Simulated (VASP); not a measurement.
# CdS (CsCl type) (Pm-3m) in VASP: a series of runs

The runs below take CdS (CsCl type) through single point, with PBE.

Everything below comes from runs of VASP 6.6.1. Logs are shortened: lines on timing, memory, paths and dates and some standing lists are left out, and cuts for length are marked.

## 1. The cell of the first run

Symmetry: Pm-3m, No. 221, cubic system. The conventional cell has a = 2.794 Å, b = 2.794 Å, c = 2.794 Å, α = 90.00°, β = 90.00°, γ = 90.00°. Within 3.2 Å of Cd (site symmetry m-3m) lie 8 S at 2.42 Å and 6 Cd at 2.79 Å. Within 3.2 Å of S (site symmetry m-3m) lie 8 Cd at 2.42 Å and 6 S at 2.79 Å.

## 2. Single point, PBE (volume scaled by 0.55)

Contents of INCAR:

```
  PREC = Accurate
  ENCUT = 520
  EDIFF = 1E-6
  ISMEAR = -1
  SIGMA = 0.05
  LREAL = F
  LASPH = T
  NELM = 60
  ALGO = Normal
  ISIF = 2
  LWAVE = F
  LCHARG = T
  GGA = PE
  LELF = T
  LVHAR = T
  NBANDS = 16
```

Contents of KPOINTS:

```
Automatic mesh
0
Gamma
  14 14 14
```

Contents of POSCAR:

```
CdS
1.0
    2.7940474238      0.0000000000      0.0000000000
    0.0000000000      2.7940474238      0.0000000000
    0.0000000000      0.0000000000      2.7940474238
Cd S
1 1
Direct
    0.0000000000      0.0000000000      0.0000000000
    0.5000000000      0.5000000000      0.5000000000
```

Potentials or basis: VASP PAW PBE potentials, release 64 (Cd, S).

Launch:

```
cat potpaw_PBE.64/Cd/POTCAR potpaw_PBE.64/S/POTCAR > POTCAR
mpirun -np 1 vasp_std > vasp.out
```

OUTCAR:

```text
PREC = Accurate
   ENCUT = 520
   EDIFF = 1E-6
   ISMEAR = -1
   LREAL = F
   LASPH = T
   NELM = 60
   ISIF = 2
   GGA = PE

 ion  position               nearest neighbor table
   1  0.000  0.000  0.000-   2 2.42   2 2.42   2 2.42   2 2.42   2 2.42   2 2.42   2 2.42   2 2.42

   2  0.500  0.500  0.500-   1 2.42   1 2.42   1 2.42   1 2.42   1 2.42   1 2.42   1 2.42   1 2.42

  LATTYP: Found a simple cubic cell.
 ALAT       =     2.7940474238

  Lattice vectors:

 A1 = (   2.7940474238,   0.0000000000,   0.0000000000)
 A2 = (   0.0000000000,   2.7940474238,   0.0000000000)
 A3 = (   0.0000000000,   0.0000000000,   2.7940474238)

Analysis of symmetry for initial positions (statically):
=====================================================================
 Subroutine PRICEL returns:
 Original cell was already a primitive cell.

 Routine SETGRP: Setting up the symmetry group for a
 simple cubic supercell.

 Subroutine GETGRP returns: Found 48 space group operations
 (whereof 48 operations were pure point group operations)
 out of a pool of 48 trial point group operations.

The static configuration has the point symmetry O_h .

Analysis of symmetry for dynamics (positions and initial velocities):
=====================================================================
 Subroutine PRICEL returns:
 Original cell was already a primitive cell.

 Routine SETGRP: Setting up the symmetry group for a
 simple cubic supercell.

 Subroutine GETGRP returns: Found 48 space group operations
 (whereof 48 operations were pure point group operations)
 out of a pool of 48 trial point group operations.

The dynamic configuration has the point symmetry O_h .

 Subroutine INISYM returns: Found 48 space group operations
 (whereof 48 operations are pure point group operations),
 and found     1 'primitive' translations

----------------------------------------------------------------------------------------

                                     Primitive cell

  volume of cell :      21.8123

  direct lattice vectors                    reciprocal lattice vectors
     2.794047424  0.000000000  0.000000000     0.357903732  0.000000000  0.000000000
     0.000000000  2.794047424  0.000000000     0.000000000  0.357903732  0.000000000
     0.000000000  0.000000000  2.794047424     0.000000000  0.000000000  0.357903732

  length of vectors
     2.794047424  2.794047424  2.794047424     0.357903732  0.357903732  0.357903732

  position of ions in fractional coordinates (direct lattice)
     0.000000000  0.000000000  0.000000000
     0.500000000  0.500000000  0.500000000

  ion indices of the primitive-cell ions
   primitive index   ion index
                 1           1
                 2           2

----------------------------------------------------------------------------------------

 KPOINTS: Automatic mesh

Automatic generation of k-mesh.
 Grid dimensions read from file:
 generate k-points for:   14   14   14

 Generating k-lattice:

  Cartesian coordinates                     Fractional coordinates (reciprocal lattice)
     0.025564552  0.000000000  0.000000000     0.071428571  0.000000000  0.000000000
     0.000000000  0.025564552  0.000000000     0.000000000  0.071428571  0.000000000
     0.000000000  0.000000000  0.025564552     0.000000000  0.000000000  0.071428571

  Length of vectors
     0.025564552  0.025564552  0.025564552

  Shift w.r.t. Gamma in fractional coordinates (k-lattice)
     0.000000000  0.000000000  0.000000000

 Subroutine IBZKPT returns following result:
 ===========================================

 Found    120 irreducible k-points:

 Following reciprocal coordinates:
            Coordinates               Weight
  0.000000  0.000000  0.000000      1.000000
  0.071429  0.000000  0.000000      6.000000
  0.142857  0.000000  0.000000      6.000000
  0.214286  0.000000  0.000000      6.000000
  0.285714  0.000000  0.000000      6.000000
  0.357143  0.000000  0.000000      6.000000
[... 16 lines left out ...]
  0.285714  0.214286  0.000000     24.000000
  0.357143  0.214286  0.000000     24.000000
 [... further k-points ...]
   k-points           NKPTS =    120   k-points in BZ     NKDIM =    120   number of bands    NBANDS=     16
   number of dos      NEDOS =    301   number of ions     NIONS =      2
   total plane-waves  NPLWV =  13824
   dimension x,y,z NGX =    24 NGY =   24 NGZ =   24
   dimension x,y,z NGXF=    48 NGYF=   48 NGZF=   48
   ions per type =               1   1
   NGX,Y,Z   is equivalent  to a cutoff of  14.28, 14.28, 14.28 a.u.
   NGXF,Y,Z  is equivalent  to a cutoff of  28.56, 28.56, 28.56 a.u.
 SYSTEM =  unknown system
   PREC   = accura    normal or accurate (medium, high low for compatibility)
   ISTART =      0    job   : 0-new  1-cont  2-samecut
   ICHARG =      2    charge: 1-file 2-atom 10-const
   ISPIN  =      1    spin polarized calculation?
   LNONCOLLINEAR =      F non collinear calculations
   LSORBIT =      F    spin-orbit coupling
   LASPH  =      T    aspherical Exc in radial PAW
   ENCUT  =  520.0 eV  38.22 Ry    6.18 a.u.   5.20  5.20  5.20*2*pi/ulx,y,z
   NELM   =     60;   NELMIN=  2; NELMDL= -5     # of ELM steps
   EDIFF  = 0.1E-05   stopping-criterion for ELM
   LREAL  =      F    real-space projection
   EDIFFG = 0.1E-04   stopping-criterion for IOM
   NSW    =      0    number of steps for IOM
   IBRION =     -1    ionic relax: 0-MD 1-quasi-New 2-CG
   NFREE  =      0    steps in history (QN), initial steepest desc. (CG)
   ISIF   =      2    stress and relaxation
   ISYM   =      2    0-nonsym 1-usesym 2-fastsym
   POTIM  = 0.5000    time-step for ionic-motion
   TEBEG  =    0.0;   TEEND  =   0.0 temperature during run
   PSTRESS=    0.0 pullay stress
   NELECT =      18.0000    total number of electrons
   NUPDOWN=      -1.0000    fix difference up-down
   EMIN   =  10.00;   EMAX   =-10.00  energy-range for DOS
   EFERMI =   0.00;   METHOD = LEGACY
   ISMEAR =    -1;   SIGMA  =   0.05  broadening in eV -4-tet -1-fermi 0-gaus
   EFERMI_NEDOS =   21; number of points for ismear=-14 and -15
   IALGO  =     38    algorithm
   IMIX   =      4    mixing-type and parameters
     AMIX     =   0.40;   BMIX     =  1.00
     AMIX_MAG =   1.60;   BMIX_MAG =  1.00
  volume/ion in A,a.u.               =      10.91        73.60
  Fermi-wavevector in a.u.,A,eV,Ry     =   1.535554  2.901777 32.081552  2.357928
  Thomas-Fermi vector in A             =   2.642327
   LORBIT       =      0    0 simple, 1 ext, 2 COOP (PROOUT), +10 PAW based schemes
   GGA     = PE    functional components
   LHFCALC =     F    Hartree Fock is set to
   AEXX    =    0.0000 exact exchange contribution
   IVDW    =     0    specifies the selected vdW correction
   LEPSILON=     F    determine dielectric tensor
   LRPA    =     F    only Hartree local field effects (RPA)
 non-spin polarized calculation
  energy-cutoff  :      520.00
  volume of cell :       21.81
 maximum number of plane-waves:       624
 NGX is ok and might be reduce to    24
   NGX = 11   NGY = 11   NGZ = 11

 number of electron      18.0000006 magnetization

 Free energy of the ion-electron system (eV)
  ---------------------------------------------------
  ext. energy  EPLUGINS =         0.00000000
  ---------------------------------------------------
  free energy    TOTEN  =         0.63651403 eV

  energy without entropy =        0.64642222  energy(sigma->0) =        0.64146813

 E-fermi :  11.7302     XC(G=0): -14.0090

 val. band max:       11.7264515733   @ k =   0.5000   0.4286   0.0000
 cond. band min:      11.7458449672   @ k =   0.4286   0.3571   0.0714
 fundamental gap:      0.0193933939
 Fermi energy:        11.7301928946

 k-point     1 :       0.0000    0.0000    0.0000
  band No.  band energies     occupation
      1      -7.7518      2.00000
      2      -0.2292      2.00000
      3      -0.2292      2.00000
      4       2.0230      2.00000
      5       2.0230      2.00000
      6       2.0230      2.00000
[... 8 lines left out ...]
     15      28.7037      0.00000
     16      30.7888      0.00000

 k-point     2 :       0.0714    0.0000    0.0000
  band No.  band energies     occupation
      1      -7.6611      2.00000
      2      -0.2105      2.00000
      3      -0.1973      2.00000
      4       1.9463      2.00000
      5       1.9463      2.00000
      6       2.0297      2.00000
[... 8 lines left out ...]
     15      28.6474      0.00000
     16      30.2178      0.00000

 k-point     3 :       0.1429    0.0000    0.0000
  band No.  band energies     occupation
      1      -7.3926      2.00000
      2      -0.1574      2.00000
      3      -0.1281      2.00000
      4       1.7433      2.00000
      5       1.7433      2.00000
      6       2.0486      2.00000
[... 8 lines left out ...]
     15      28.4915      0.00000
     16      28.9256      0.00000

 k-point     4 :       0.2143    0.0000    0.0000
  band No.  band energies     occupation
      1      -6.9583      2.00000
      2      -0.1085      2.00000
      3      -0.0793      2.00000
      4       1.4753      2.00000
      5       1.4753      2.00000
      6       2.0760      2.00000
[... 8 lines left out ...]
     15      27.6126      0.00000
     16      28.2705      0.00000
[... 324 lines left out ...]
 k-point    22 :       0.2143    0.2143    0.0000
  band No.  band energies     occupation
      1      -6.2733      2.00000
      2      -0.1020      2.00000
      3       0.3224      2.00000
      4       1.0414      2.00000
      5       1.4731      2.00000
      6       1.7296      2.00000
[... 8 lines left out ...]
     15      26.0361      0.00000
     16      27.1518      0.00000

 k-point    23 :       0.2857    0.2143    0.0000
  band No.  band energies     occupation
      1      -5.7994      2.00000
      2      -0.2248      2.00000
      3       0.4588      2.00000
      4       1.0014      2.00000
      5       1.3151      2.00000
      6       1.7147      2.00000
[... 8 lines left out ...]
     15      25.8545      0.00000
     16      26.6756      0.00000

 k-point    24 :       0.3571    0.2143    0.0000
  band No.  band energies     occupation
      1      -5.2863      2.00000
      2      -0.4647      2.00000
      3       0.5187      2.00000
      4       1.0673      2.00000
      5       1.1360      2.00000
      6       1.7514      2.00000
[... 8 lines left out ...]
     15      25.9236      0.00000
     16      27.6689      0.00000

 [... further k-points ...]
[... 5 lines left out ...]
  --------------------------------------------------------------------------------------
  -------------------------------------------------------------------------------------
  Total       23.5087435     23.5087435     23.5087435     -0.0000000     -0.0000000     -0.0000000
  in kB     1726.7866430   1726.7866430   1726.7866430     -0.0000000     -0.0000000     -0.0000000
  external PRESSURE =    1726.7866430 kB  Pullay stress =       0.0000000 kB

 VOLUME and BASIS-vectors are now :
 -----------------------------------------------------------------------------
  energy-cutoff  :      520.00
  volume of cell :       21.81
      direct lattice vectors                 reciprocal lattice vectors
     2.794047424  0.000000000  0.000000000     0.357903732  0.000000000  0.000000000
     0.000000000  2.794047424  0.000000000     0.000000000  0.357903732  0.000000000
     0.000000000  0.000000000  2.794047424     0.000000000  0.000000000  0.357903732

 POSITION                                       TOTAL-FORCE (eV/Angst)
 -----------------------------------------------------------------------------------
      0.00000      0.00000      0.00000         0.000000      0.000000      0.000000
      1.39702      1.39702      1.39702         0.000000      0.000000      0.000000
 -----------------------------------------------------------------------------------
    total drift:                                0.000000      0.000000      0.000000

  FREE ENERGIE OF THE ION-ELECTRON SYSTEM (eV)
  ---------------------------------------------------
  free  energy   TOTEN  =         0.6365140329 eV

  energy  without entropy=        0.6464222187  energy(sigma->0) =        0.64146813
```

Run time: 16 s. Hardware: 1 thread of Intel Xeon Platinum 8488C (Sapphire Rapids), shared host; peak memory 0.16 GiB.

Results:

```
Free energy            : 0.6365 eV
Pressure               : 172.7 GPa
Band gap on the k mesh : zero (band 9 reaches 12.56 eV, above the bottom of band 10 at 10.39 eV)
```

## 3. Single point, PBE (volume scaled by 0.64)

Contents of INCAR:

```
PREC = Accurate ; ENCUT = 520
EDIFF = 1E-7 ; ISMEAR = -1
SIGMA = 0.05 ; LREAL = F
LASPH = T ; NELM = 80
ALGO = Normal ; ISIF = 2
LWAVE = F ; LCHARG = F
GGA = PE ; NBANDS = 16
```

Contents of KPOINTS:

```
regular mesh
0
Gamma
  14 14 14
```

Contents of POSCAR:

```
CdS
1.0
    2.9388191965      0.0000000000      0.0000000000
    0.0000000000      2.9388191965      0.0000000000
    0.0000000000      0.0000000000      2.9388191965
Cd S
1 1
Direct
    0.0000000000      0.0000000000      0.0000000000
    0.5000000000      0.5000000000      0.5000000000
```

Potentials or basis: VASP PAW PBE potentials, release 64 (Cd, S).

Launch:

```
cat potpaw_PBE.64/Cd/POTCAR potpaw_PBE.64/S/POTCAR > POTCAR
mpirun -np 1 vasp_std > vasp.out
```

Wall time 18 s (1 thread of Intel Xeon Platinum 8488C (Sapphire Rapids), shared host); peak memory 0.17 GiB.

It converged, with:

* Free energy: -2.1983 eV
* Pressure: 90.8 GPa
* Band gap on the k mesh: zero (band 9 reaches 9.77 eV, above the bottom of band 10 at 8.19 eV)

Levels at points of the mesh, in eV from the Fermi level:
| k point | band 6 | band 7 | band 8 | band 9 | band 10 | band 11 | band 12 | band 13 |
| --- | --- | --- | --- | --- | --- | --- | --- | --- |
| (0.00, 0.00, 0.00) | -9.08 | -2.28 | -2.28 | -2.28 | 1.66 | 6.09 | 6.09 | 16.27 |
| (0.50, 0.00, 0.00) | -8.99 | -7.38 | 0.50 | 0.50 | 4.92 | 5.62 | 7.42 | 7.42 |
| (0.50, 0.50, 0.00) | -7.65 | -7.65 | -7.47 | -1.45 | 0.00 | 9.43 | 10.07 | 10.07 |
| (0.50, 0.50, 0.50) | -8.48 | -2.31 | -2.31 | -2.31 | 0.16 | 0.16 | 0.16 | 5.54 |

## 4. Single point, PBE (volume scaled by 0.88)

Contents of INCAR:

```
PREC = Accurate
ENCUT = 520
EDIFF = 1E-6
ISMEAR = -1
SIGMA = 0.05
LREAL = False
LASPH = True
NELM = 60
ALGO = Normal
ISIF = 2
LWAVE = False
LCHARG = False
GGA = PE
NBANDS = 16
```

Contents of KPOINTS:

```
Automatic mesh
0
Gamma
  14 14 14
```

Contents of POSCAR:

```
CdS
1.0
    3.2679376914      0.0000000000      0.0000000000
    0.0000000000      3.2679376914      0.0000000000
    0.0000000000      0.0000000000      3.2679376914
Cd S
1 1
Direct
    0.0000000000      0.0000000000      0.0000000000
    0.5000000000      0.5000000000      0.5000000000
```

Launch:

```
cat potpaw_PBE.64/Cd/POTCAR potpaw_PBE.64/S/POTCAR > POTCAR
mpirun -np 1 vasp_std > vasp.out
```

It took 17 s on 1 thread of Intel Xeon Platinum 8488C (Sapphire Rapids), shared host; peak memory 0.18 GiB.

It converged, with:

| Property | Result |
| --- | --- |
| Free energy | -4.7005 eV |
| Pressure | 12.6 GPa |
| Band gap on the k mesh | zero (band 9 reaches 5.22 eV, above the bottom of band 10 at 4.58 eV) |

Levels at points of the mesh, in eV from the Fermi level:
```
           k point  band 7  band 8  band 9  band 10  band 11  band 12
(0.00, 0.00, 0.00)   -1.43   -1.43   -1.43    -0.46     6.54     6.54
(0.50, 0.00, 0.00)   -6.37    0.10    0.10     3.68     5.26     7.00
(0.50, 0.50, 0.00)   -5.15   -5.15   -1.05     0.05     8.31     8.31
(0.50, 0.50, 0.50)   -2.15   -2.15   -2.15     1.45     1.45     1.45
```

## 5. Summary

| cell | gap on the mesh (eV) | pressure (GPa) |
| --- | --- | --- |
| a = 2.794 Å, 2 atoms | none | 172.7 |
| a = 2.939 Å, 2 atoms | none | 90.8 |
| a = 3.268 Å, 2 atoms | none | 12.6 |

Alike in all rows: task single point; level PBE; potentials or basis VASP PAW PBE potentials, release 64 (Cd, S); no spin polarisation; k mesh 14 × 14 × 14; cutoff (eV) 520; smearing fermi-dirac 0.05 eV.

Total energies depend on the potentials used, so only differences within one code and one set of settings carry meaning.
